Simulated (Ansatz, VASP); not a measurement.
## SnTe: VASP beside Ansatz

```xyz
2
Lattice="0.0000 3.2126 3.2126 3.2126 0.0000 3.2126 3.2126 3.2126 0.0000" Properties=species:S:1:pos:R:3 pbc="T T T"
Te    3.2126    3.2126    3.2126
Sn    0.0000    0.0000    0.0000
```

Alike in both runs: task single point; functional PBEsol; dispersion D3(BJ); k mesh 7 × 7 × 7; occupations fermi-dirac, width 0.05 eV; no spin polarisation.

|  | VASP | Ansatz |
| --- | --- | --- |
| version | VASP 6.6.1 | Ansatz 0.2.0 |
| potentials or method | VASP PAW PBE potentials, release 64 (Te, Sn_d) | Ansatz PAW |
| plane-wave cutoff (eV) | 520 | 420 |
| valence electrons in the cell | 20 | 30 |

|  | VASP | Ansatz | Ansatz less VASP |
| --- | --- | --- | --- |
| pressure (GPa) | -4.4 | -4.3 | +0.03 |

VASP's potentials were made for PBE, not for PBEsol. VASP's potentials hold 20 valence electrons a cell and Ansatz's 30, so a difference there can come from the potentials and not from the codes.

Neither program's run includes spin-orbit coupling.
